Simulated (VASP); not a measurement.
# Rh (P6_3/mmc) in VASP: further runs, part 2 of 2

VASP 6.6.1. Earlier steps stand in the parts before.

### 3 Vibrations by perturbation theory, LDA (phonons at volume x 1.02)

Input file INCAR:

```
PREC = Accurate
ENCUT = 520
EDIFF = 1E-8
ISMEAR = -1
SIGMA = 0.15
LREAL = False
LASPH = True
NELM = 100
ALGO = Normal
ISIF = 2
LWAVE = False
LCHARG = False
NBANDS = 22
IBRION = 8
NSW = 1
```

Input file KPOINTS:

```
Automatic mesh
0
Gamma
  18 18 10
```

Input file POSCAR:

```
Rh
1.0
    2.6906588845      0.0000000000      0.0000000000
   -1.3453294422      2.3301789469      0.0000000000
    0.0000000000      0.0000000000      4.3327097774
Rh
2
Direct
    0.6666666667      0.3333333333      0.7500000000
    0.3333333333      0.6666666667      0.2500000000
```

Potentials or basis: VASP PAW LDA potentials, release 64 (Rh_pv).

Command:

```bash
> cat potpaw_LDA.64/Rh_pv/POTCAR > POTCAR
> mpirun -np 1 vasp_std > vasp.out
```

OUTCAR:

```text
PREC = Accurate
   ENCUT = 520
   EDIFF = 1E-8
   ISMEAR = -1
   LREAL = False
   LASPH = True
   NELM = 100
   ISIF = 2
   IBRION = 8
   NSW = 1

 ion  position               nearest neighbor table
   1  0.667  0.333  0.750-   2 2.67   2 2.67   2 2.67   2 2.67   2 2.67   2 2.67
   2  0.333  0.667  0.250-   1 2.67   1 2.67   1 2.67   1 2.67   1 2.67   1 2.67

  LATTYP: Found a hexagonal cell.
 ALAT       =     2.6906588845
 C/A-ratio  =     1.6102783606

  Lattice vectors:

 A1 = (   2.6906588845,   0.0000000000,   0.0000000000)
 A2 = (  -1.3453294422,   2.3301789469,   0.0000000000)
 A3 = (   0.0000000000,   0.0000000000,   4.3327097774)

Analysis of symmetry for initial positions (statically):
=====================================================================
 Subroutine PRICEL returns:
 Original cell was already a primitive cell.

 Routine SETGRP: Setting up the symmetry group for a
 hexagonal supercell.

 Subroutine GETGRP returns: Found 24 space group operations
 (whereof 12 operations were pure point group operations)
 out of a pool of 24 trial point group operations.

The static configuration has the point symmetry D_3d.
 The point group associated with its full space group is D_6h.

Analysis of symmetry for dynamics (positions and initial velocities):
=====================================================================
 Subroutine PRICEL returns:
 Original cell was already a primitive cell.

 Routine SETGRP: Setting up the symmetry group for a
 hexagonal supercell.

 Subroutine GETGRP returns: Found 24 space group operations
[... 790 lines left out ...]
  ---------------------------------------------------
  free  energy   TOTEN  =       -17.3931719134 eV

  energy  without entropy=      -17.1596839296  energy(sigma->0) =      -17.27642792

[... ionic steps 2 to 3 ...]

--------------------------------------- Ionic step        4  -------------------------------------------

------------------------ aborting loop because EDIFF is reached ----------------------------------------

[... ionic steps 5 to 5 ...]

--------------------------------------- Ionic step        6  -------------------------------------------

 Free energy of the ion-electron system (eV)
  ---------------------------------------------------
  ---------------------------------------------------
  free energy    TOTEN  =        -0.58119097 eV

  energy without entropy =       -0.58119097

------------------------ aborting loop because EDIFF is reached ----------------------------------------

 INTERNAL STRAIN TENSOR  FOR ION    1  DIRECTION 3   (eV/Angst):
 -----------------------------------------------------------------------------
     0.06375  0.00000  0.00000
     0.00000  0.06375 -0.00000
     0.00000 -0.00000 -0.12066

 INTERNAL STRAIN TENSOR FOR ION    2 for displacements in x,y,z  (eV/Angst):
          X           Y           Z          XY          YZ          ZX
  --------------------------------------------------------------------------------
  x    -0.00000     0.00000     0.00000    -2.27475     0.00000     0.00000
  y    -2.27475     2.27475     0.00000     0.00000     0.00000     0.00000
  z    -0.00000    -0.00000     0.00000     0.00000     0.00000    -0.00000

 SECOND DERIVATIVES (NOT SYMMETRIZED)
 ------------------------------------
               1X          1Y          1Z          2X          2Y          2Z
  1X    -4.341345   -0.000000    0.000000    4.341345    0.000000    0.000000
  1Y    -0.000000   -4.341345    0.000000    0.000000    4.341345    0.000000
  1Z    -0.000000    0.000000  -11.424097    0.000000    0.000000   11.424097
  2X     4.341345    0.000000    0.000000   -4.341345   -0.000000    0.000000
  2Y     0.000000    4.341345    0.000000   -0.000000   -4.341345    0.000000
  2Z     0.000000    0.000000   11.424097   -0.000000    0.000000  -11.424097

 Eigenvectors and eigenvalues of the dynamical matrix
 ----------------------------------------------------

   1 f  =    7.366417 THz    46.284565 2PiTHz  245.717231 cm-1    30.465040 meV
             X         Y         Z           dx          dy          dz
      1.345329  0.776726  3.249532     0.000000    0.000000    0.707107
     -0.000000  1.553453  1.083177    -0.000000   -0.000000   -0.707107
[... 16 lines left out ...]
   5 f  =    0.000000 THz     0.000000 2PiTHz    0.000001 cm-1     0.000000 meV
             X         Y         Z           dx          dy          dz
      1.345329  0.776726  3.249532     0.423775   -0.265382    0.499987
     -0.000000  1.553453  1.083177     0.423775   -0.265382    0.499987

   6 f/i=    0.000000 THz     0.000000 2PiTHz    0.000001 cm-1     0.000000 meV
             X         Y         Z           dx          dy          dz
      1.345329  0.776726  3.249532    -0.122690    0.566668    0.404764
     -0.000000  1.553453  1.083177    -0.122690    0.566668    0.404764

--------------------------------------------------------------------------------------------------------

 ELASTIC MODULI CONTR FROM IONIC RELAXATION (kBar)
 Direction    XX          YY          ZZ          XY          YZ          ZX
 --------------------------------------------------------------------------------
 XX         -70.2983     70.2983      0.0000     -0.0000      0.0000     -0.0000
 YY          70.2983    -70.2983     -0.0000     -0.0000     -0.0000      0.0000
 ZZ           0.0000     -0.0000     -0.0000      0.0000     -0.0000      0.0000
 XY          -0.0000     -0.0000      0.0000    -70.2983     -0.0000      0.0000
 YZ           0.0000     -0.0000     -0.0000     -0.0000     -0.0000      0.0000
 ZX          -0.0000      0.0000      0.0000      0.0000      0.0000     -0.0000
 --------------------------------------------------------------------------------
```

OSZICAR:

```text
N       E                     dE             d eps       ncg     rms          rms(c)
DAV:   1     0.326138570821E+03    0.32614E+03   -0.18988E+04  9808   0.159E+03
DAV:   2    -0.111114986332E+02   -0.33725E+03   -0.32554E+03 10152   0.475E+02
DAV:   3    -0.184467873077E+02   -0.73353E+01   -0.72937E+01 11358   0.790E+01
DAV:   4    -0.184948985684E+02   -0.48111E-01   -0.48106E-01 10926   0.647E+00
[... 56 lines left out ...]
RMM:  16    -0.581190894875E+00   -0.60661E-07    0.32477E-07 26028   0.470E-05    0.445E-07
RMM:  17    -0.581190926178E+00   -0.31302E-07    0.24028E-07 26576   0.369E-05    0.200E-07
RMM:  18    -0.581190943018E+00   -0.16840E-07    0.18232E-07 17650   0.288E-05    0.306E-07
RMM:  19    -0.581190960248E+00   -0.17230E-07    0.12439E-07 19776   0.242E-05    0.255E-07
RMM:  20    -0.581190969383E+00   -0.91344E-08    0.97255E-08 14674   0.208E-05    0.399E-07
 Linear response finished
```

stdout:

```text
POSCAR found type information on POSCAR Rh
 POSCAR found :  1 types and       2 ions
 scaLAPACK will be used
 LDA part: xc-table for (Slater(with rela. corr.)+CA(PZ))
 , standard interpolation
 POSCAR, INCAR and KPOINTS ok, starting setup
 FFT: planning ... GRIDC
 FFT: planning ... GRID_SOFT
 FFT: planning ... GRID
 WAVECAR not read
 entering main loop
 Linear response reoptimize wavefunctions to high precision
 Linear response DOF=           2
 Linear response progress:
 first order change of Fermi-energy   0.30145E-05
 force on displaced ion       1 direction 1 :  -4.341   0.000   0.000
 Linear response progress:
 first order change of Fermi-energy   0.12333E-03
 force on displaced ion       1 direction 3 :   0.000  -0.000 -11.424
 Linear response finished
```

Run time: 19 min. Hardware: 1 thread of Intel Xeon Platinum 8375C at 2.90GHz (Ice Lake), shared host; peak memory 1 GiB.

What came out:

```
Highest phonon frequency at Γ : 246 cm⁻¹
```

Phonon frequencies in cm⁻¹ (negative: imaginary):
| q point | frequencies |
| --- | --- |
| (0.000, 0.000, 0.000) | 0 0 0 151 151 246 |

Caveat: the cell differs from its parent crystal (phonons at volume x 1.02); the cell wasn't relaxed at this level first, which shifts response properties.
